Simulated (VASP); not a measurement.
Input of a VASP 6.6.1 run:

The input INCAR:

```
SYSTEM = B5N
PREC = Accurate
ENCUT = 520
EDIFF = 1E-6
ISMEAR = 0
SIGMA = 0.1
LREAL = .False.
LASPH = .True.
NELM = 150
ALGO = Normal
ISIF = 2
LWAVE = .False.
LCHARG = .True.
ISPIN = 2
MAGMOM = 0 0 0 0 0 1
LORBIT = 11
GGA = PE
LELF = .True.
LVHAR = .True.
NBANDS = 23
```

Contents of KPOINTS:

```
Automatic mesh
0
Gamma
  12 12 2
  0 0 0
```

POSCAR

```
B5N
1.0
    2.2153954400      0.0000000000      0.0000000000
   -1.1076977200      1.9185887300      0.0000000000
    0.0000000000      0.0000000000     10.7684629500
B N
5 1
Direct
    0.6666666700      0.3333333300      0.8353336500
    0.0000000000      0.0000000000      0.6676422400
    0.6666666700      0.3333333300      0.5000000000
    0.0000000000      0.0000000000      0.3323577600
    0.6666666700      0.3333333300      0.1646663500
    0.0000000000      0.0000000000      0.0000000000
```

Potentials or basis: VASP PAW PBE potentials, release 64 (B, N).

Launch:

```bash
$ cat potpaw_PBE.64/B/POTCAR potpaw_PBE.64/N/POTCAR > POTCAR
$ mpirun -np 1 vasp_std > vasp.out
```

(1) What does it give for the largest force?

(2) Predict the pressure.

## Answers

(1) 0.385 eV/Å.

(2) -31.7 GPa.
